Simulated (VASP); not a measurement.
Crystal: Y.

```
CELL_PARAMETERS angstrom
3.64254 0.00000 0.00000
-1.82127 3.15454 0.00000
0.00000 0.00000 11.84413
ATOMIC_POSITIONS crystal
Y 0.00000 0.00000 0.00000
Y 0.33333 0.66667 0.25000
Y 0.00000 0.00000 0.50000
Y 0.66667 0.33333 0.75000
```

| Property | Result |
| --- | --- |
| Program | VASP 6.6.1 |
| Task | relaxation of cell and atoms |
| Functional | PBE |
| Potentials or basis | VASP PAW PBE potentials, release 64 (Y_sv) |
| Cutoff | 600 eV |
| k mesh | 12 × 12 × 4 |
| Occupations | gaussian, width 0.1 eV |
| Spin | no spin polarisation |

At the start: pressure -1.8 GPa; volume 34.02 Å³/atom.

**Question.** Where does the relaxation end?

**Answer.** Over 11 steps the energy falls by 10.2 meV/atom and the volume is 32.38 Å³/atom (-4.8 %); space group P6_3/mmc (No. 194, to 0.1 Å) before and after.

Step by step:
```
step  energy change (eV)  largest force (eV/Å)  pressure (GPa)  volume (Å³)
   1              0.0000                0.0000           -1.81       136.10
   2             -0.0399                0.0000            0.29       128.64
   3             -0.0405                0.0000            0.01       129.47
   4             -0.0405                0.0000            0.05       129.34
   5             -0.0407                0.0000            0.02       129.38
   6             -0.0407                0.0000            0.03       129.39
   7             -0.0407                0.0000            0.04       129.40
   8             -0.0407                0.0000            0.02       129.42
   9             -0.0407                0.0000            0.02       129.41
  10             -0.0407                0.0000            0.03       129.41
  11             -0.0407                0.0000           -0.01       129.52
```

Final structure:
```cif
data_structure
_symmetry_space_group_name_H-M 'P 1'
_symmetry_Int_Tables_number 1
_cell_length_a 3.5947
_cell_length_b 3.5947
_cell_length_c 11.5741
_cell_angle_alpha 90.000
_cell_angle_beta 90.000
_cell_angle_gamma 120.000
_cell_volume 129.52
loop_
_atom_site_label
_atom_site_type_symbol
_atom_site_fract_x
_atom_site_fract_y
_atom_site_fract_z
_atom_site_occupancy
Y1 Y 0.00000 0.00000 0.00000 1
Y2 Y 0.33333 0.66667 0.25000 1
Y3 Y 0.00000 0.00000 0.50000 1
Y4 Y 0.66667 0.33333 0.75000 1
```
